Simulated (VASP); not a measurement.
A run of VASP 6.6.1:

The input INCAR:

```
SYSTEM = Zr3BC4
  PREC = Accurate
  ENCUT = 520
  EDIFF = 1E-6
  ISMEAR = 0
  SIGMA = 0.1
  LREAL = .False.
  LASPH = .True.
  NELM = 80
  ALGO = Normal
  ISIF = 2
  LWAVE = .False.
  LCHARG = .False.
  GGA = PE
  NBANDS = 38
```

Contents of KPOINTS:

```
regular mesh
0
Gamma
  4 4 4
  0 0 0
```

Contents of POSCAR:

```
Zr3BC4
1.0
    5.1389744100      0.0000000000      0.0000000000
    0.0000000000      5.1389744100      0.0000000000
    0.0000000000      0.0000000000      5.1389744100
Zr B C
3 1 4
Direct
    0.0000000000      0.5000000000      0.5000000000
    0.5000000000      0.0000000000      0.5000000000
    0.5000000000      0.5000000000      0.0000000000
    0.0000000000      0.0000000000      0.0000000000
    0.5000000000      0.0000000000      0.0000000000
    0.0000000000      0.5000000000      0.0000000000
    0.0000000000      0.0000000000      0.5000000000
    0.5000000000      0.5000000000      0.5000000000
```

Potentials or basis: VASP PAW PBE potentials, release 64 (Zr_sv, B, C).

The run is started by

```console
$ cat potpaw_PBE.64/Zr_sv/POTCAR potpaw_PBE.64/B/POTCAR potpaw_PBE.64/C/POTCAR > POTCAR
$ mpirun -np 1 vasp_std > vasp.out
```

Hardware: 1 thread of Intel Xeon 6975P-C, with other jobs on the host.

Task: How long does it take, and how much memory?

Result: Wall time 56 s on 1 thread of Intel Xeon 6975P-C (shared host), peak memory 0.25 GiB. Counts: scf iterations 15, k points 10.
